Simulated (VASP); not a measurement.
Set up this calculation in VASP 6.6.1, as the native input.

| Quantity | Value |
| --- | --- |
| Task | relaxation of cell and atoms |
| Functional | PBE |
| Potentials or basis | VASP PAW PBE potentials, release 64 (Cl) |
| Cutoff | 600 eV |
| k mesh | 4 × 6 × 2 |
| Occupations | gaussian, width 0.1 eV |
| Spin | no spin polarisation |
| Dipole correction | no |
| Further INCAR settings | ALGO = Normal; EDIFF = 1e-06; IBRION = 2; EDIFFG = -0.04; NSW = 90; ISIF = 3 |

The structure of Cl lies in POSCAR:

```
Cl
1.0
    4.0184486800      0.0000000000      0.0000000000
    0.0000000000      3.2483627300      0.0000000000
    0.0000000000      0.0000000000      8.6669681300
Cl
4
Direct
    0.0469999900      0.2500000000      0.8930000100
    0.4530000100      0.7500000000      0.3930000100
    0.5469999900      0.2500000000      0.6069999900
    0.9530000100      0.7500000000      0.1069999900
```

These files were run (other wordings do the same):

INCAR

```
PREC = Accurate ; ENCUT = 600
EDIFF = 1E-6 ; ISMEAR = 0
SIGMA = 0.1 ; LREAL = False
LASPH = True ; NELM = 80
ALGO = Normal ; ISIF = 3
LWAVE = False ; LCHARG = False
GGA = PE ; IBRION = 2
NSW = 90 ; EDIFFG = -0.04
```

KPOINTS

```
Automatic mesh
0
Gamma
  4 6 2
```

Potentials or basis: VASP PAW PBE potentials, release 64 (Cl).

Command:

```console
$ cat potpaw_PBE.64/Cl/POTCAR > POTCAR
$ mpirun -np 1 vasp_std > vasp.out
```

Results of the run:

The relaxed volume is 26.83 Å³/atom, the relaxed cell is a = 3.993 Å, b = 2.994 Å, c = 8.977 Å, α = 90.00°, β = 90.00°, γ = 90.00° and the space group after relaxing (to 0.05 Å) is Pnma (No. 62). The energy gained by relaxing is 60.3 meV/atom. The ionic steps are 8, the pressure after relaxing is 0.1 GPa and the largest force after relaxing is 0.033 eV/Å. The band gap on the k mesh is zero (band 14 reaches 0.91 eV, above the bottom of band 15 at -0.16 eV).

Caveat: the k points lie up to 0.39 Å⁻¹ apart in the final cell.

Run time: 120 s on 1 thread of Intel(R) Xeon(R) 6975P-C (Granite Rapids) (shared host), peak memory 0.25 GiB.
